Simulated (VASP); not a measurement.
# MgSe (Fm-3m) in VASP: further runs

MgSe is run at these levels: r2SCAN, r2SCAN+rVV10, r2SCAN+D3(BJ); tasks: single point.

Program: VASP 6.6.1. These are calculated values, not measurements. Logs are shortened: lines on timing, memory, paths and dates and some standing lists are left out, and cuts for length are marked.

## Step 1: The cell of the first run

Symmetry: Fm-3m, No. 225, cubic system. Conventional cell: a = 5.473 Å, b = 5.473 Å, c = 5.473 Å, α = 90.00°, β = 90.00°, γ = 90.00°. Mg (site symmetry m-3m) has 6 Se at 2.74 Å within 3.6 Å. Se (site symmetry m-3m) has 6 Mg at 2.74 Å within 3.6 Å.

## Step 2: Single point, r2SCAN

Input file POSCAR:

```
MgSe
1.0
    0.0000000000      2.7362693767      2.7362693767
    2.7362693767      0.0000000000      2.7362693767
    2.7362693767      2.7362693767      0.0000000000
Mg Se
1 1
Direct
    0.0000000000      0.0000000000      0.0000000000
    0.5000000000      0.5000000000      0.5000000000
```

Input file INCAR.step1:

```
SYSTEM = MgSe
ALGO = Normal
EDIFF = 1E-5
ENCUT = 660
GGA = PE
GGA_COMPAT = .False.
ISMEAR = 1
LASPH = .True.
LCHARG = .False.
LREAL = .False.
LWAVE = .True.
NBANDS = 11
NELM = 120
PREC = Accurate
SIGMA = 0.001
```

Input file INCAR.step2:

```
SYSTEM = MgSe
ALGO = Normal
EDIFF = 1E-6
ENCUT = 660
GGA_COMPAT = .False.
ISIF = 2
ISMEAR = 1
ISTART = 1
LASPH = .True.
LCHARG = .False.
LMIXTAU = .True.
LREAL = .False.
LWAVE = .False.
METAGGA = R2SCAN
NBANDS = 11
NELM = 120
PREC = Accurate
SIGMA = 0.001
```

Input file KPOINTS:

```
k-points
0
Gamma
  6 6 6
  0 0 0
```

Potentials or basis: VASP PAW PBE potentials, release 64 (Mg, Se).

Command:

```
$ cat potpaw_PBE.64/Mg/POTCAR potpaw_PBE.64/Se/POTCAR > POTCAR
$ cp INCAR.step1 INCAR
$ mpirun -np 1 vasp_std > vasp.out
$ cp INCAR.step2 INCAR
$ mpirun -np 1 vasp_std > vasp.out
```

OUTCAR:

```text
SYSTEM = MgSe
   EDIFF = 1E-6
   ENCUT = 660
   ISIF = 2
   ISMEAR = 1
   ISTART = 1
   LASPH = .True.
   LREAL = .False.
   METAGGA = R2SCAN
   NELM = 120
   PREC = Accurate

 ion  position               nearest neighbor table
   1  0.000  0.000  0.000-   2 2.74   2 2.74   2 2.74   2 2.74   2 2.74   2 2.74
   2  0.500  0.500  0.500-   1 2.74   1 2.74   1 2.74   1 2.74   1 2.74   1 2.74

  LATTYP: Found a face centered cubic cell.
 ALAT       =     5.4725387534

  Lattice vectors:

 A1 = (   0.0000000000,   2.7362693767,   2.7362693767)
 A2 = (   2.7362693767,   0.0000000000,   2.7362693767)
 A3 = (   2.7362693767,   2.7362693767,   0.0000000000)

Analysis of symmetry for initial positions (statically):
=====================================================================
 Subroutine PRICEL returns:
 Original cell was already a primitive cell.

 Routine SETGRP: Setting up the symmetry group for a
 face centered cubic supercell.

 Subroutine GETGRP returns: Found 48 space group operations
 (whereof 48 operations were pure point group operations)
 out of a pool of 48 trial point group operations.

The static configuration has the point symmetry O_h .

Analysis of symmetry for dynamics (positions and initial velocities):
=====================================================================
 Subroutine PRICEL returns:
 Original cell was already a primitive cell.

 Routine SETGRP: Setting up the symmetry group for a
 face centered cubic supercell.

 Subroutine GETGRP returns: Found 48 space group operations
 (whereof 48 operations were pure point group operations)
 out of a pool of 48 trial point group operations.

The dynamic configuration has the point symmetry O_h .

 Subroutine INISYM returns: Found 48 space group operations
 (whereof 48 operations are pure point group operations),
 and found     1 'primitive' translations

----------------------------------------------------------------------------------------

                                     Primitive cell

  volume of cell :      40.9738

  direct lattice vectors                    reciprocal lattice vectors
     0.000000000  2.736269377  2.736269377    -0.182730547  0.182730547  0.182730547
     2.736269377  0.000000000  2.736269377     0.182730547 -0.182730547  0.182730547
     2.736269377  2.736269377  0.000000000     0.182730547  0.182730547 -0.182730547

  length of vectors
     3.869669263  3.869669263  3.869669263     0.316498592  0.316498592  0.316498592

  position of ions in fractional coordinates (direct lattice)
     0.000000000  0.000000000  0.000000000
     0.500000000  0.500000000  0.500000000

  ion indices of the primitive-cell ions
   primitive index   ion index
                 1           1
                 2           2

----------------------------------------------------------------------------------------

 KPOINTS: k-points

Automatic generation of k-mesh.
 Grid dimensions read from file:
 generate k-points for:    6    6    6

 Generating k-lattice:

  Cartesian coordinates                     Fractional coordinates (reciprocal lattice)
    -0.030455091  0.030455091  0.030455091     0.166666667  0.000000000  0.000000000
     0.030455091 -0.030455091  0.030455091     0.000000000  0.166666667  0.000000000
     0.030455091  0.030455091 -0.030455091     0.000000000  0.000000000  0.166666667

  Length of vectors
     0.052749765  0.052749765  0.052749765

  Shift w.r.t. Gamma in fractional coordinates (k-lattice)
     0.000000000  0.000000000  0.000000000

 Subroutine IBZKPT returns following result:
 ===========================================

 Found     16 irreducible k-points:

 Following reciprocal coordinates:
            Coordinates               Weight
  0.000000  0.000000  0.000000      1.000000
  0.166667  0.000000  0.000000      8.000000
  0.333333  0.000000  0.000000      8.000000
  0.500000  0.000000  0.000000      4.000000
  0.166667  0.166667  0.000000      6.000000
  0.333333  0.166667  0.000000     24.000000
[... 8 lines left out ...]
 -0.333333  0.333333  0.166667     24.000000
 -0.333333  0.500000  0.166667     12.000000
   k-points           NKPTS =     16   k-points in BZ     NKDIM =     16   number of bands    NBANDS=     11
   number of dos      NEDOS =    301   number of ions     NIONS =      2
   total plane-waves  NPLWV =  32768
   dimension x,y,z NGX =    32 NGY =   32 NGZ =   32
   dimension x,y,z NGXF=    64 NGYF=   64 NGZF=   64
   ions per type =               1   1
   NGX,Y,Z   is equivalent  to a cutoff of  13.75, 13.75, 13.75 a.u.
   NGXF,Y,Z  is equivalent  to a cutoff of  27.50, 27.50, 27.50 a.u.
 SYSTEM =  MgSe
   PREC   = accura    normal or accurate (medium, high low for compatibility)
   ISTART =      1    job   : 0-new  1-cont  2-samecut
   ICHARG =      0    charge: 1-file 2-atom 10-const
   ISPIN  =      1    spin polarized calculation?
   LNONCOLLINEAR =      F non collinear calculations
   LSORBIT =      F    spin-orbit coupling
   LASPH  =      T    aspherical Exc in radial PAW
   ENCUT  =  660.0 eV  48.51 Ry    6.96 a.u.   8.11  8.11  8.11*2*pi/ulx,y,z
   NELM   =    120;   NELMIN=  2; NELMDL=  0     # of ELM steps
   EDIFF  = 0.1E-05   stopping-criterion for ELM
   LREAL  =      F    real-space projection
   EDIFFG = 0.1E-04   stopping-criterion for IOM
   NSW    =      0    number of steps for IOM
   IBRION =     -1    ionic relax: 0-MD 1-quasi-New 2-CG
   NFREE  =      0    steps in history (QN), initial steepest desc. (CG)
   ISIF   =      2    stress and relaxation
   ISYM   =      2    0-nonsym 1-usesym 2-fastsym
   POTIM  = 0.5000    time-step for ionic-motion
   TEBEG  =    0.0;   TEEND  =   0.0 temperature during run
   PSTRESS=    0.0 pullay stress
   NELECT =       8.0000    total number of electrons
   NUPDOWN=      -1.0000    fix difference up-down
   EMIN   =  10.00;   EMAX   =-10.00  energy-range for DOS
   EFERMI =   0.00;   METHOD = LEGACY
   ISMEAR =     1;   SIGMA  =   0.00  broadening in eV -4-tet -1-fermi 0-gaus
   EFERMI_NEDOS =   21; number of points for ismear=-14 and -15
   IALGO  =     38    algorithm
   IMIX   =      4    mixing-type and parameters
     AMIX     =   0.40;   BMIX     =  1.00
     AMIX_MAG =   1.60;   BMIX_MAG =  1.00
  volume/ion in A,a.u.               =      20.49       138.25
  Fermi-wavevector in a.u.,A,eV,Ry     =   0.949735  1.794740 12.272420  0.901997
  Thomas-Fermi vector in A             =   2.078046
   LORBIT       =      0    0 simple, 1 ext, 2 COOP (PROOUT), +10 PAW based schemes
   METAGGA = R2SCAN    functional components
   LHFCALC =     F    Hartree Fock is set to
   AEXX    =    0.0000 exact exchange contribution
   IVDW    =     0    specifies the selected vdW correction
   LEPSILON=     F    determine dielectric tensor
   LRPA    =     F    only Hartree local field effects (RPA)
 non-spin polarized calculation
 Methfessel and Paxton  Order N= 1 SIGMA  =   0.00
  energy-cutoff  :      660.00
  volume of cell :       40.97
 maximum number of plane-waves:      1591
   NGX = 17   NGY = 17   NGZ = 17

 number of electron       8.0000000 magnetization

 Free energy of the ion-electron system (eV)
  ---------------------------------------------------
  ext. energy  EPLUGINS =         0.00000000
  ---------------------------------------------------
  free energy    TOTEN  =       -21.37810057 eV

  energy without entropy =      -21.37810057  energy(sigma->0) =      -21.37810057

 E-fermi :   2.9261     XC(G=0):  -9.8041

 val. band max:        2.8720442243   @ k =   0.0000   0.0000   0.0000
 cond. band min:       5.3104895105   @ k =   0.5000   0.5000   0.0000
 fundamental gap:      2.4384452862
 Fermi energy:         2.9261231392

 k-point     1 :       0.0000    0.0000    0.0000
  band No.  band energies     occupation
      1     -10.4480      2.00000
      2       2.8720      2.00000
      3       2.8720      2.00000
      4       2.8720      2.00000
      5       6.2814      0.00000
      6      10.9004      0.00000
      7      10.9004      0.00000
      8      10.9004      0.00000
      9      13.4186      0.00000
     10      13.4186      0.00000
     11      14.8343      0.00000

 k-point     2 :       0.1667    0.0000    0.0000
  band No.  band energies     occupation
      1     -10.2130      2.00000
      2       1.1281      2.00000
      3       2.7014      2.00000
      4       2.7014      2.00000
      5       7.5024      0.00000
      6      10.6744      0.00000
      7      11.0859      0.00000
      8      11.0859      0.00000
      9      12.4303      0.00000
     10      12.4303      0.00000
     11      14.3488      0.00000

 k-point     3 :       0.3333    0.0000    0.0000
  band No.  band energies     occupation
      1      -9.6582      2.00000
      2      -1.0892      2.00000
      3       2.4059      2.00000
      4       2.4059      2.00000
      5       7.5813      0.00000
      6      10.0265      0.00000
      7      10.0265      0.00000
      8      12.3116      0.00000
      9      13.7432      0.00000
     10      14.3992      0.00000
     11      14.3992      0.00000

 k-point     4 :       0.5000    0.0000    0.0000
  band No.  band energies     occupation
      1      -9.3170      2.00000
      2      -2.0375      2.00000
      3       2.2758      2.00000
      4       2.2758      2.00000
      5       7.3788      0.00000
      6       9.5671      0.00000
      7       9.5671      0.00000
      8      12.4399      0.00000
      9      15.3049      0.00000
     10      17.8184      0.00000
     11      17.8184      0.00000
[... 127 lines left out ...]
 k-point    14 :       0.5000    0.3333    0.1667
  band No.  band energies     occupation
      1      -9.2821      2.00000
      2      -0.9226      2.00000
      3       0.6032      2.00000
      4       1.5784      2.00000
      5       7.8951      0.00000
      6       9.6977      0.00000
      7      10.0806      0.00000
      8      12.8245      0.00000
      9      14.5265      0.00000
     10      17.2209      0.00000
     11      18.2070      0.00000

 k-point    15 :      -0.3333    0.3333    0.1667
  band No.  band energies     occupation
      1      -9.0512      2.00000
      2      -1.1387      2.00000
      3       0.0863      2.00000
      4       1.2042      2.00000
      5       8.0252      0.00000
      6       9.5243      0.00000
      7      11.8748      0.00000
      8      11.8915      0.00000
      9      14.7572      0.00000
     10      16.4329      0.00000
     11      19.0270      0.00000

 k-point    16 :      -0.3333    0.5000    0.1667
  band No.  band energies     occupation
      1      -8.9615      2.00000
      2      -0.9476      2.00000
      3       0.2078      2.00000
      4       0.5375      2.00000
      5       7.0451      0.00000
      6       9.2919      0.00000
      7      11.7878      0.00000
      8      13.1175      0.00000
      9      16.4831      0.00000
     10      17.7810      0.00000
     11      18.3124      0.00000

------------------------ aborting loop because EDIFF is reached ----------------------------------------

  FORCE on cell =-STRESS in cart. coord.  units (eV):
  Direction    XX          YY          ZZ          XY          YZ          ZX
  --------------------------------------------------------------------------------------
  -------------------------------------------------------------------------------------
  Total       -0.0726496     -0.0726496     -0.0726496      0.0000000     -0.0000000      0.0000000
  in kB       -2.8407770     -2.8407770     -2.8407770      0.0000000     -0.0000000      0.0000000
  external PRESSURE =      -2.8407770 kB  Pullay stress =       0.0000000 kB

 VOLUME and BASIS-vectors are now :
 -----------------------------------------------------------------------------
  energy-cutoff  :      660.00
  volume of cell :       40.97
      direct lattice vectors                 reciprocal lattice vectors
     0.000000000  2.736269377  2.736269377    -0.182730547  0.182730547  0.182730547
     2.736269377  0.000000000  2.736269377     0.182730547 -0.182730547  0.182730547
     2.736269377  2.736269377  0.000000000     0.182730547  0.182730547 -0.182730547

 POSITION                                       TOTAL-FORCE (eV/Angst)
 -----------------------------------------------------------------------------------
      0.00000      0.00000      0.00000        -0.000000     -0.000000     -0.000000
      2.73627      2.73627      2.73627         0.000000      0.000000      0.000000
 -----------------------------------------------------------------------------------
    total drift:                               -0.000000     -0.000000      0.000000

  FREE ENERGIE OF THE ION-ELECTRON SYSTEM (eV)
  ---------------------------------------------------
  free  energy   TOTEN  =       -21.3781005659 eV

  energy  without entropy=      -21.3781005659  energy(sigma->0) =      -21.37810057
```

Wall time 31 s (1 thread of Intel Xeon Platinum 8375C at 2.90GHz (Ice Lake), shared host); peak memory 0.18 GiB.

What came out:

* Free energy: -21.3781 eV
* Pressure: -0.3 GPa
* Band gap on the k mesh: 2.44 eV (least direct gap 3.41 eV)

Caveat: the PAW data sets were made with another functional, which shifts forces and pressure a little.

## Step 3: Single point, r2SCAN+rVV10

POSCAR is that of step 2.

Input file INCAR.step1:

```
PREC = Accurate ; ENCUT = 660
ISMEAR = 0 ; SIGMA = 0.01
LREAL = F ; LASPH = T
NELM = 120 ; NBANDS = 11
GGA = PE ; ALGO = Normal
EDIFF = 1E-5 ; LWAVE = T
LCHARG = F ; GGA_COMPAT = F
```

Input file INCAR.step2:

```
PREC = Accurate ; ENCUT = 660
EDIFF = 1E-6 ; ISMEAR = 0
SIGMA = 0.01 ; LREAL = F
LASPH = T ; NELM = 120
ALGO = Normal ; ISIF = 2
LWAVE = F ; LCHARG = T
METAGGA = R2SCAN ; LMIXTAU = T
LUSE_VDW = T ; IVDW_NL = 2
BPARAM = 11.95 ; CPARAM = 0.0093
LELF = T ; LVHAR = T
NBANDS = 11 ; ISTART = 1
GGA_COMPAT = F
```

Input file KPOINTS:

```
regular mesh
0
Gamma
  6 6 6
```

Potentials or basis: VASP PAW PBE potentials, release 64 (Mg, Se).

Command:

```
$ cat potpaw_PBE.64/Mg/POTCAR potpaw_PBE.64/Se/POTCAR > POTCAR
$ cp INCAR.step1 INCAR
$ mpirun -np 1 vasp_std > vasp.out
$ cp INCAR.step2 INCAR
$ mpirun -np 1 vasp_std > vasp.out
```

OUTCAR:

```text
PREC = Accurate
   ENCUT = 660
   EDIFF = 1E-6
   ISMEAR = 0
   LREAL = F
   LASPH = T
   NELM = 120
   ISIF = 2
   METAGGA = R2SCAN
   IVDW_NL = 2
   BPARAM = 11.95
   ISTART = 1

 ion  position               nearest neighbor table
   1  0.000  0.000  0.000-   2 2.74   2 2.74   2 2.74   2 2.74   2 2.74   2 2.74
   2  0.500  0.500  0.500-   1 2.74   1 2.74   1 2.74   1 2.74   1 2.74   1 2.74

  LATTYP: Found a face centered cubic cell.
 ALAT       =     5.4725387534

[... 402 lines left out ...]
     11      18.2922      0.00000

------------------------ aborting loop because EDIFF is reached ----------------------------------------

  FORCE on cell =-STRESS in cart. coord.  units (eV):
  Direction    XX          YY          ZZ          XY          YZ          ZX
  --------------------------------------------------------------------------------------
  -------------------------------------------------------------------------------------
  Total       -0.2140060     -0.2140060     -0.2140060      0.0000000      0.0000000      0.0000000
  in kB       -8.3681608     -8.3681608     -8.3681608      0.0000000      0.0000000      0.0000000
  external PRESSURE =      -8.3681608 kB  Pullay stress =       0.0000000 kB

 VOLUME and BASIS-vectors are now :
 -----------------------------------------------------------------------------
  energy-cutoff  :      660.00
  volume of cell :       40.97
      direct lattice vectors                 reciprocal lattice vectors
     0.000000000  2.736269377  2.736269377    -0.182730547  0.182730547  0.182730547
     2.736269377  0.000000000  2.736269377     0.182730547 -0.182730547  0.182730547
     2.736269377  2.736269377  0.000000000     0.182730547  0.182730547 -0.182730547

 POSITION                                       TOTAL-FORCE (eV/Angst)
 -----------------------------------------------------------------------------------
      0.00000      0.00000      0.00000         0.000000     -0.000000      0.000000
      2.73627      2.73627      2.73627        -0.000000      0.000000     -0.000000
 -----------------------------------------------------------------------------------
    total drift:                               -0.000000     -0.000000      0.000000

  FREE ENERGIE OF THE ION-ELECTRON SYSTEM (eV)
  ---------------------------------------------------
  free  energy   TOTEN  =       -21.1300625016 eV

  energy  without entropy=      -21.1300625016  energy(sigma->0) =      -21.13006250
```

OUTCAR.step1:

```text
PREC = Accurate
   ENCUT = 660
   ISMEAR = 0
   LREAL = F
   LASPH = T
[... 433 lines left out ...]
 -----------------------------------------------------------------------------------
      0.00000      0.00000      0.00000         0.000000      0.000000      0.000000
      2.73627      2.73627      2.73627        -0.000000     -0.000000     -0.000000
 -----------------------------------------------------------------------------------
    total drift:                               -0.000000     -0.000000      0.000000

  FREE ENERGIE OF THE ION-ELECTRON SYSTEM (eV)
  ---------------------------------------------------
  free  energy   TOTEN  =        -7.4832822215 eV

  energy  without entropy=       -7.4832822215  energy(sigma->0) =       -7.48328222
```

Run time: 82 s. Hardware: 1 thread of Intel Xeon Platinum 8375C at 2.90GHz (Ice Lake), shared host; peak memory 0.32 GiB.

Results:

| Item | Value |
| --- | --- |
| Free energy | -21.1301 eV |
| Pressure | -0.8 GPa |
| Band gap on the k mesh | 2.41 eV (least direct gap 3.37 eV) |

Levels at points of the mesh, in eV from the valence-band top:
| k point | band 1 | band 2 | band 3 | band 4 | band 5 | band 6 | band 7 | band 8 | band 9 |
| --- | --- | --- | --- | --- | --- | --- | --- | --- | --- |
| (0.00, 0.00, 0.00) | -13.33 | 0.00 | 0.00 | 0.00 | 3.37 | 8.00 | 8.00 | 8.00 | 10.53 |
| (0.50, 0.00, 0.00) | -12.19 | -4.93 | -0.60 | -0.60 | 4.46 | 6.67 | 6.67 | 9.54 | 12.39 |
| (0.50, 0.50, 0.00) | -11.86 | -4.28 | -1.80 | -1.80 | 2.41 | 4.51 | 12.70 | 13.15 | 13.15 |

Caveat: the PAW data sets were made with another functional, which shifts forces and pressure a little. A k mesh can miss the band edges.

## Step 4: Single point, r2SCAN+D3(BJ)

POSCAR is that of step 3.

Input file INCAR.step1:

```
PREC = Accurate
ENCUT = 660
ISMEAR = 0
SIGMA = 0.01
LREAL = False
LASPH = True
NELM = 120
NBANDS = 11
GGA = PE
ALGO = Normal
EDIFF = 1E-5
LWAVE = True
LCHARG = False
GGA_COMPAT = False
```

Input file INCAR.step2:

```
PREC = Accurate
ENCUT = 660
EDIFF = 1E-6
ISMEAR = 0
SIGMA = 0.01
LREAL = False
LASPH = True
NELM = 120
ALGO = Normal
ISIF = 2
LWAVE = False
LCHARG = False
METAGGA = R2SCAN
LMIXTAU = True
IVDW = 12
VDW_S6 = 1.0
VDW_S8 = 0.78981345
VDW_A1 = 0.49484001
VDW_A2 = 5.73083694
NBANDS = 11
ISTART = 1
GGA_COMPAT = False
```

Input file KPOINTS:

```
Automatic mesh
0
Gamma
  6 6 6
```

Command:

```
$ cat potpaw_PBE.64/Mg/POTCAR potpaw_PBE.64/Se/POTCAR > POTCAR
$ cp INCAR.step1 INCAR
$ mpirun -np 1 vasp_std > vasp.out
$ cp INCAR.step2 INCAR
$ mpirun -np 1 vasp_std > vasp.out
```

It took 31 s on 1 thread of Intel Xeon Platinum 8375C at 2.90GHz (Ice Lake), shared host; peak memory 0.19 GiB.

Results (log left out):

| Quantity | Value |
| --- | --- |
| Free energy | -21.7223 eV |
| Pressure | -1.7 GPa |
| Band gap on the k mesh | 2.44 eV (least direct gap 3.41 eV) |
| Dispersion energy per atom | -0.172 eV |

Levels at points of the mesh, in eV from the valence-band top:
```
           k point  band 1  band 2  band 3  band 4  band 5  band 6  band 7  band 8  band 9
(0.00, 0.00, 0.00)  -13.32    0.00    0.00    0.00    3.41    8.03    8.03    8.03   10.55
(0.50, 0.00, 0.00)  -12.19   -4.91   -0.60   -0.60    4.51    6.70    6.70    9.57   12.43
(0.50, 0.50, 0.00)  -11.86   -4.26   -1.79   -1.79    2.44    4.56   12.74   13.18   13.18
```

Caveat: the PAW data sets were made with another functional, which shifts forces and pressure a little. A k mesh can miss the band edges.

(Continued in part 2 of 2.)
